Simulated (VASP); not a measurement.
# Si2W (I4/mmm) in VASP: notebook

The runs below take Si2W through electric field gradients, with PBEsol.

All numbers are computed with VASP 6.6.1; they aren't measurements. Logs are shortened: lines on timing, memory, paths and dates and some standing lists are left out, and cuts for length are marked.

### 1 The cell of the first run

It takes space group I4/mmm (No. 139, tetragonal). The conventional cell has a = 3.201 Å, b = 3.201 Å, c = 7.854 Å, α = 90.00°, β = 90.00°, γ = 90.00°. Si (site symmetry 4mm) has 9 Si at 2.61 to 3.20 Å and 5 W at 2.62 Å within 3.4 Å. W (site symmetry 4/mmm) has 10 Si at 2.62 Å and 4 W at 3.20 Å within 3.4 Å.

### 2 Electric field gradients, PBEsol (volume scaled by 0.99)

The input, INCAR:

```
  PREC = Accurate
  ENCUT = 520
  EDIFF = 1E-8
  ISMEAR = -1
  SIGMA = 0.03
  LREAL = False
  LASPH = True
  NELM = 100
  ALGO = Normal
  ISIF = 2
  LWAVE = False
  LCHARG = False
  GGA = PS
  LEFG = True
  NBANDS = 18
```

The input, KPOINTS:

```
Automatic mesh
0
Gamma
  18 18 18
```

The input, POSCAR:

```
Si2W
1.0
   -1.6006287224      1.6006287224      3.9268226440
    1.6006287224     -1.6006287224      3.9268226440
    1.6006287224      1.6006287224     -3.9268226440
Si W
2 1
Direct
    0.3330000000      0.3330000000      0.0000000000
    0.6670000000      0.6670000000      0.0000000000
    0.0000000000      0.0000000000      0.0000000000
```

Potentials or basis: VASP PAW PBE potentials, release 64 (Si, W_sv).

Run with:

```bash
$ cat potpaw_PBE.64/Si/POTCAR potpaw_PBE.64/W_sv/POTCAR > POTCAR
$ mpirun -np 1 vasp_std > vasp.out
```

OUTCAR:

```text
PREC = Accurate
   ENCUT = 520
   EDIFF = 1E-8
   ISMEAR = -1
   LREAL = False
   LASPH = True
   NELM = 100
   ISIF = 2
   GGA = PS

 ion  position               nearest neighbor table
   1  0.333  0.333  0.000-   2 2.61   2 2.61   2 2.61   2 2.61   3 2.62   3 2.62   3 2.62   3 2.62
                             3 2.62   2 2.62
   2  0.667  0.667  0.000-   1 2.61   1 2.61   1 2.61   1 2.61   3 2.62   3 2.62   3 2.62   3 2.62
                             3 2.62   1 2.62
   3  0.000  0.000  0.000-   1 2.62   2 2.62   2 2.62   1 2.62   2 2.62   1 2.62   2 2.62   1 2.62
                             1 2.62   2 2.62

  LATTYP: Found a body centered tetragonal cell.
 ALAT       =     3.2012574448
 C/A-ratio  =     2.4533001245

  Lattice vectors:

 A1 = (  -1.6006287224,   1.6006287224,   3.9268226440)
 A2 = (   1.6006287224,  -1.6006287224,   3.9268226440)
 A3 = (   1.6006287224,   1.6006287224,  -3.9268226440)

Analysis of symmetry for initial positions (statically):
=====================================================================
 Subroutine PRICEL returns:
 Original cell was already a primitive cell.

 Routine SETGRP: Setting up the symmetry group for a
 body centered tetragonal supercell.

 Subroutine GETGRP returns: Found 16 space group operations
 (whereof 16 operations were pure point group operations)
 out of a pool of 16 trial point group operations.

The static configuration has the point symmetry D_4h.

Analysis of symmetry for dynamics (positions and initial velocities):
=====================================================================
 Subroutine PRICEL returns:
 Original cell was already a primitive cell.

 Routine SETGRP: Setting up the symmetry group for a
 body centered tetragonal supercell.

 Subroutine GETGRP returns: Found 16 space group operations
 (whereof 16 operations were pure point group operations)
 out of a pool of 16 trial point group operations.

The dynamic configuration has the point symmetry D_4h.

 Subroutine INISYM returns: Found 16 space group operations
 (whereof 16 operations are pure point group operations),
 and found     1 'primitive' translations

----------------------------------------------------------------------------------------

                                     Primitive cell

  volume of cell :      40.2423

  direct lattice vectors                    reciprocal lattice vectors
    -1.600628722  1.600628722  3.926822644     0.000000000  0.312377251  0.127329407
     1.600628722 -1.600628722  3.926822644     0.312377251  0.000000000  0.127329407
     1.600628722  1.600628722 -3.926822644     0.312377251  0.312377251  0.000000000

  length of vectors
     4.532544615  4.532544615  4.532544615     0.337331180  0.337331180  0.441768145

  position of ions in fractional coordinates (direct lattice)
     0.333000000  0.333000000  0.000000000
     0.667000000  0.667000000  0.000000000
     0.000000000  0.000000000  0.000000000

  ion indices of the primitive-cell ions
   primitive index   ion index
                 1           1
                 2           2
                 3           3

----------------------------------------------------------------------------------------

 KPOINTS: Automatic mesh

Automatic generation of k-mesh.
 Grid dimensions read from file:
 generate k-points for:   18   18   18

 Generating k-lattice:

  Cartesian coordinates                     Fractional coordinates (reciprocal lattice)
     0.000000000  0.017354292  0.007073856     0.055555556  0.000000000 -0.000000000
     0.017354292  0.000000000  0.007073856     0.000000000  0.055555556 -0.000000000
     0.017354292  0.017354292  0.000000000     0.000000000  0.000000000  0.055555556

  Length of vectors
     0.018740621  0.018740621  0.024542675

  Shift w.r.t. Gamma in fractional coordinates (k-lattice)
     0.000000000  0.000000000  0.000000000

 Subroutine IBZKPT returns following result:
 ===========================================

 Found    480 irreducible k-points:

 Following reciprocal coordinates:
            Coordinates               Weight
  0.000000  0.000000  0.000000      1.000000
  0.055556  0.000000  0.000000      8.000000
  0.111111  0.000000  0.000000      8.000000
  0.166667  0.000000  0.000000      8.000000
  0.222222  0.000000 -0.000000      8.000000
  0.277778  0.000000 -0.000000      8.000000
[... 16 lines left out ...]
 -0.277778  0.055556  0.000000     16.000000
 -0.222222  0.055556  0.000000     16.000000
 [... further k-points ...]
   k-points           NKPTS =    480   k-points in BZ     NKDIM =    480   number of bands    NBANDS=     18
   number of dos      NEDOS =    301   number of ions     NIONS =      3
   total plane-waves  NPLWV =  46656
   dimension x,y,z NGX =    36 NGY =   36 NGZ =   36
   dimension x,y,z NGXF=    72 NGYF=   72 NGZF=   72
   ions per type =               2   1
   NGX,Y,Z   is equivalent  to a cutoff of  13.20, 13.20, 13.20 a.u.
   NGXF,Y,Z  is equivalent  to a cutoff of  26.41, 26.41, 26.41 a.u.
 SYSTEM =  unknown system
   PREC   = accura    normal or accurate (medium, high low for compatibility)
   ISTART =      0    job   : 0-new  1-cont  2-samecut
   ICHARG =      2    charge: 1-file 2-atom 10-const
   ISPIN  =      1    spin polarized calculation?
   LNONCOLLINEAR =      F non collinear calculations
   LSORBIT =      F    spin-orbit coupling
   LASPH  =      T    aspherical Exc in radial PAW
   ENCUT  =  520.0 eV  38.22 Ry    6.18 a.u.   8.43  8.43  8.43*2*pi/ulx,y,z
   NELM   =    100;   NELMIN=  2; NELMDL= -5     # of ELM steps
   EDIFF  = 0.1E-07   stopping-criterion for ELM
   LREAL  =      F    real-space projection
   EDIFFG = 0.1E-06   stopping-criterion for IOM
   NSW    =      0    number of steps for IOM
   IBRION =     -1    ionic relax: 0-MD 1-quasi-New 2-CG
   NFREE  =      0    steps in history (QN), initial steepest desc. (CG)
   ISIF   =      2    stress and relaxation
   ISYM   =      2    0-nonsym 1-usesym 2-fastsym
   POTIM  = 0.5000    time-step for ionic-motion
   TEBEG  =    0.0;   TEEND  =   0.0 temperature during run
   PSTRESS=    0.0 pullay stress
   NELECT =      22.0000    total number of electrons
   NUPDOWN=      -1.0000    fix difference up-down
   EMIN   =  10.00;   EMAX   =-10.00  energy-range for DOS
   EFERMI =   0.00;   METHOD = LEGACY
   ISMEAR =    -1;   SIGMA  =   0.03  broadening in eV -4-tet -1-fermi 0-gaus
   EFERMI_NEDOS =   21; number of points for ismear=-14 and -15
   IALGO  =     38    algorithm
   IMIX   =      4    mixing-type and parameters
     AMIX     =   0.40;   BMIX     =  1.00
     AMIX_MAG =   1.60;   BMIX_MAG =  1.00
  volume/ion in A,a.u.               =      13.41        90.52
  Fermi-wavevector in a.u.,A,eV,Ry     =   1.338613  2.529611 24.380056  1.791884
  Thomas-Fermi vector in A             =   2.467069
   LORBIT       =      0    0 simple, 1 ext, 2 COOP (PROOUT), +10 PAW based schemes
   GGA     = PS    functional components
   LHFCALC =     F    Hartree Fock is set to
   AEXX    =    0.0000 exact exchange contribution
   IVDW    =     0    specifies the selected vdW correction
   LEPSILON=     F    determine dielectric tensor
   LRPA    =     F    only Hartree local field effects (RPA)
 non-spin polarized calculation
  energy-cutoff  :      520.00
  volume of cell :       40.24
 maximum number of plane-waves:      1108
 NGX is ok and might be reduce to    36
   NGX = 17   NGY = 17   NGZ = 17

 number of electron      21.9999999 magnetization

 Free energy of the ion-electron system (eV)
  ---------------------------------------------------
  ext. energy  EPLUGINS =         0.00000000
  ---------------------------------------------------
  free energy    TOTEN  =       -26.63614048 eV

  energy without entropy =      -26.63547555  energy(sigma->0) =      -26.63580802

 E-fermi :  11.9412     XC(G=0): -12.6309

 val. band max:       11.8980911923   @ k =  -0.1667  -0.2778   0.1667
 cond. band min:      11.9755201209   @ k =  -0.4444   0.5000   0.2778
 fundamental gap:      0.0774289287
 Fermi energy:        11.9412121772

 k-point     1 :       0.0000    0.0000    0.0000
  band No.  band energies     occupation
      1     -61.8638      2.00000
      2     -26.1473      2.00000
      3     -26.0961      2.00000
      4     -26.0961      2.00000
      5      -2.1960      2.00000
      6       5.0651      2.00000
[... 10 lines left out ...]
     17      17.5816      0.00000
     18      17.5816      0.00000
[... 466 lines left out ...]
      2     -26.1901      2.00000
      3     -26.1387      2.00000
      4     -26.0942      2.00000
      5      -1.2826      2.00000
      6       5.1983      2.00000
[... 10 lines left out ...]
     17      18.3376      0.00000
     18      20.1311      0.00000

 [... further k-points ...]
[... 5 lines left out ...]
  --------------------------------------------------------------------------------------
  -------------------------------------------------------------------------------------
  Total       -0.0257720     -0.0257720     -0.6533626      0.0000000      0.0000000     -0.0000000
  in kB       -1.0260665     -1.0260665    -26.0125145      0.0000000      0.0000000     -0.0000000
  external PRESSURE =      -9.3548825 kB  Pullay stress =       0.0000000 kB

 VOLUME and BASIS-vectors are now :
 -----------------------------------------------------------------------------
  energy-cutoff  :      520.00
  volume of cell :       40.24
      direct lattice vectors                 reciprocal lattice vectors
    -1.600628722  1.600628722  3.926822644     0.000000000  0.312377251  0.127329407
     1.600628722 -1.600628722  3.926822644     0.312377251  0.000000000  0.127329407
     1.600628722  1.600628722 -3.926822644     0.312377251  0.312377251  0.000000000

 POSITION                                       TOTAL-FORCE (eV/Angst)
 -----------------------------------------------------------------------------------
      0.00000      0.00000      2.61526        -0.000000     -0.000000      0.253864
      0.00000      0.00000      5.23838         0.000000      0.000000     -0.253864
      0.00000      0.00000      0.00000         0.000000      0.000000      0.000000
 -----------------------------------------------------------------------------------
    total drift:                                0.000000      0.000000     -0.000000

  FREE ENERGIE OF THE ION-ELECTRON SYSTEM (eV)
  ---------------------------------------------------
  free  energy   TOTEN  =       -26.6361404828 eV

  energy  without entropy=      -26.6354755529  energy(sigma->0) =      -26.63580802

 Electric field gradients (V/A^2)
---------------------------------------------------------------------
 ion       V_xx      V_yy      V_zz      V_xy      V_xz      V_yz
---------------------------------------------------------------------
   1       4.678     4.678    -9.357    -0.000    -0.000    -0.000
   2       4.678     4.678    -9.357    -0.000    -0.000    -0.000
   3      64.462    64.462  -128.924     0.000    -0.000    -0.000
---------------------------------------------------------------------

 Electric field gradients after diagonalization (V/A^2)
 (convention: |V_zz| > |V_xx| > |V_yy|)
----------------------------------------------------------------------
 ion       V_xx      V_yy      V_zz     asymmetry (V_yy - V_xx)/ V_zz
----------------------------------------------------------------------
   1       4.678     4.678    -9.357       0.000
   2       4.678     4.678    -9.357       0.000
   3      64.462    64.462  -128.924       0.000
----------------------------------------------------------------------

           NMR quadrupolar parameters

 Cq : quadrupolar parameter    Cq=e*Q*V_zz/h
 eta: asymmetry parameters     (V_yy - V_xx)/ V_zz
 Q  : nuclear electric quadrupole moment in mb (millibarn)
----------------------------------------------------------------------
 ion       Cq(MHz)       eta       Q (mb)
----------------------------------------------------------------------
   1      -0.023       0.000       1.000
   2      -0.023       0.000       1.000
   3      -0.312       0.000       1.000
----------------------------------------------------------------------
```

Wall time 6 min (1 thread of Intel Xeon 6975P-C, shared host); peak memory 0.47 GiB.

Results:

* Free energy: -26.6361 eV
* Pressure: -0.9 GPa
* Largest force: 0.254 eV/Å
* Band gap on the k mesh: zero (band 11 reaches 12.76 eV, above the bottom of band 12 at 11.39 eV)

Forces in eV/Å, atoms in the order of the input:
```
Si   0.000  0.000  0.254
Si   0.000  0.000 -0.254
W    0.000  0.000  0.000
```

Stress tensor (GPa, compression positive):
```
-0.10  0.00  0.00
 0.00 -0.10  0.00
 0.00  0.00 -2.60
```

Electric field gradients, principal values (V/Å²):
| atom | least | middle | greatest (by size) |
| --- | --- | --- | --- |
| 1 Si | 4.678 | 4.678 | -9.357 |
| 2 Si | 4.678 | 4.678 | -9.357 |
| 3 W | 64.462 | 64.462 | -128.924 |

Caveat: without QUAD_EFG the Cq values of the log hold for a quadrupole moment of 1 mb, not for the nuclei; the PAW data sets were made with another functional, which shifts forces and pressure a little; spin-orbit coupling is left out, which moves the levels of the heavy elements.

### 3 Electric field gradients, PBEsol (zz strain of +1 %)

The input, INCAR:

```
PREC = Accurate ; ENCUT = 520
EDIFF = 1E-8 ; ISMEAR = -1
SIGMA = 0.03 ; LREAL = False
LASPH = True ; NELM = 60
ALGO = Normal ; ISIF = 2
LWAVE = False ; LCHARG = False
GGA = PS ; LEFG = True
NBANDS = 18
```

KPOINTS is that of step 2.

The input, POSCAR:

```
Si2W
1.0
   -1.6060000000      1.6060000000      3.9794000000
    1.6060000000     -1.6060000000      3.9794000000
    1.6060000000      1.6060000000     -3.9794000000
Si W
2 1
Direct
    0.3330000000      0.3330000000      0.0000000000
    0.6670000000      0.6670000000      0.0000000000
    0.0000000000      0.0000000000      0.0000000000
```

Potentials or basis: VASP PAW PBE potentials, release 64 (Si, W_sv).

Run with:

```bash
$ cat potpaw_PBE.64/Si/POTCAR potpaw_PBE.64/W_sv/POTCAR > POTCAR
$ mpirun -np 1 vasp_std > vasp.out
```

OUTCAR:

```text
PREC = Accurate
   ENCUT = 520
   EDIFF = 1E-8
   ISMEAR = -1
   LREAL = False
   LASPH = True
   NELM = 60
   ISIF = 2
   GGA = PS

 ion  position               nearest neighbor table
   1  0.333  0.333  0.000-   2 2.63   2 2.63   2 2.63   2 2.63   3 2.63   3 2.63   3 2.63   3 2.63
                             3 2.65   2 2.66
   2  0.667  0.667  0.000-   1 2.63   1 2.63   1 2.63   1 2.63   3 2.63   3 2.63   3 2.63   3 2.63
                             3 2.65   1 2.66
   3  0.000  0.000  0.000-   2 2.63   2 2.63   2 2.63   1 2.63   2 2.63   1 2.63   1 2.63   1 2.63
                             1 2.65   2 2.65

  LATTYP: Found a body centered tetragonal cell.
 ALAT       =     3.2120000000
 C/A-ratio  =     2.4778331258

  Lattice vectors:

 A1 = (  -1.6060000000,   1.6060000000,   3.9794000000)
 A2 = (   1.6060000000,  -1.6060000000,   3.9794000000)
 A3 = (   1.6060000000,   1.6060000000,  -3.9794000000)

[... 706 lines left out ...]
     1.606000000  1.606000000 -3.979400000     0.311332503  0.311332503  0.000000000

 POSITION                                       TOTAL-FORCE (eV/Angst)
 -----------------------------------------------------------------------------------
      0.00000      0.00000      2.65028         0.000000      0.000000      0.293482
      0.00000      0.00000      5.30852        -0.000000     -0.000000     -0.293482
      0.00000      0.00000      0.00000        -0.000000     -0.000000     -0.000000
 -----------------------------------------------------------------------------------
    total drift:                                0.000000      0.000000     -0.000000

  FREE ENERGIE OF THE ION-ELECTRON SYSTEM (eV)
  ---------------------------------------------------
  free  energy   TOTEN  =       -26.6117542891 eV

  energy  without entropy=      -26.6108750789  energy(sigma->0) =      -26.61131468

 Electric field gradients (V/A^2)
---------------------------------------------------------------------
 ion       V_xx      V_yy      V_zz      V_xy      V_xz      V_yz
---------------------------------------------------------------------
   1       3.607     3.607    -7.214    -0.000    -0.000    -0.000
   2       3.607     3.607    -7.214    -0.000    -0.000    -0.000
   3      50.398    50.398  -100.796    -0.000    -0.000    -0.000
---------------------------------------------------------------------

 Electric field gradients after diagonalization (V/A^2)
 (convention: |V_zz| > |V_xx| > |V_yy|)
----------------------------------------------------------------------
 ion       V_xx      V_yy      V_zz     asymmetry (V_yy - V_xx)/ V_zz
----------------------------------------------------------------------
   1       3.607     3.607    -7.214       0.000
   2       3.607     3.607    -7.214       0.000
   3      50.398    50.397  -100.796       0.000
----------------------------------------------------------------------

           NMR quadrupolar parameters

 Cq : quadrupolar parameter    Cq=e*Q*V_zz/h
 eta: asymmetry parameters     (V_yy - V_xx)/ V_zz
 Q  : nuclear electric quadrupole moment in mb (millibarn)
----------------------------------------------------------------------
 ion       Cq(MHz)       eta       Q (mb)
----------------------------------------------------------------------
   1      -0.017       0.000       1.000
   2      -0.017       0.000       1.000
   3      -0.244       0.000       1.000
----------------------------------------------------------------------
```

stdout:

```text
POSCAR found type information on POSCAR SiW
 POSCAR found :  2 types and       3 ions
 scaLAPACK will be used
 -----------------------------------------------------------------------------
|                                                                             |
|                                                                             |
|     You enforced a specific xc type in the INCAR file but a different       |
|     I HOPE YOU KNOW WHAT YOU ARE DOING!                                     |
|                                                                             |
 -----------------------------------------------------------------------------

 LDA part: xc-table for (Slater+PW92), standard interpolation
 POSCAR, INCAR and KPOINTS ok, starting setup
 FFT: planning ... GRIDC
 FFT: planning ... GRID_SOFT
 FFT: planning ... GRID
 WAVECAR not read
 entering main loop
ion   1

ion   2

ion   3
```

Wall time 6.2 min (1 thread of Intel Xeon 6975P-C, shared host); peak memory 0.47 GiB.

What came out:

```yaml
Free_energy: -26.6118 eV
Pressure: -5.5 GPa
Largest_force: 0.293 eV/Å
Band_gap_on_the_k_mesh: zero (band 11 reaches 12.48 eV, above the bottom of band 12 at 11.11 eV)
```

Forces in eV/Å, atoms in the order of the input:
```
Si   0.000  0.000  0.293
Si   0.000  0.000 -0.293
W    0.000  0.000  0.000
```

Electric field gradients, principal values (V/Å²):
```
atom   least  middle  greatest (by size)
1 Si   3.607   3.607              -7.214
2 Si   3.607   3.607              -7.214
 3 W  50.397  50.398            -100.796
```

Caveat: the cell differs from its parent crystal (zz strain of +1 %); without QUAD_EFG the Cq values of the log hold for a quadrupole moment of 1 mb, not for the nuclei; the PAW data sets were made with another functional, which shifts forces and pressure a little; spin-orbit coupling is left out, which moves the levels of the heavy elements.
